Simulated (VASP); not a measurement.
A run of VASP 6.6.1:

File INCAR:

```
ALGO     = Normal         # electronic algorithm
EDIFF    = 1E-8           # SCF threshold, eV
ENCUT    = 520            # plane-wave cutoff, eV
GGA      = CA             # functional
ISIF     = 2              # what is computed and relaxed
ISMEAR   = -1             # smearing method
LASPH    = T              # aspherical terms in the spheres
LCHARG   = F              # write CHGCAR
LEFG     = T            
LREAL    = F              # projectors in reciprocal space
LWAVE    = F              # write WAVECAR
NBANDS   = 15             # bands
NELM     = 80             # most SCF steps
PREC     = Accurate       # precision mode
SIGMA    = 0.03           # smearing width, eV
```

KPOINTS

```
k-points
0
Gamma
  9 9 9
```

The input POSCAR:

```
CaSe
1.0
    0.0000000000      2.9702381052      2.9702381052
    2.9702381052      0.0000000000      2.9702381052
    2.9702381052      2.9702381052      0.0000000000
Ca Se
1 1
Direct
    0.0000000000      0.0000000000      0.0000000000
    0.5000000000      0.5000000000      0.5000000000
```

Potentials or basis: VASP PAW LDA potentials, release 64 (Ca_sv, Se).

Command:

```sh
$ cat potpaw_LDA.64/Ca_sv/POTCAR potpaw_LDA.64/Se/POTCAR > POTCAR
$ mpirun -np 1 vasp_std > vasp.out
```

Hardware: 1 thread of Intel Xeon 8259CL (shared host).

Q: Estimate the wall time of this run.

A: Wall time 34 s on 1 thread of Intel Xeon 8259CL, on a shared host, peak memory 0.17 GiB. Counts: scf iterations 14, k points 35.
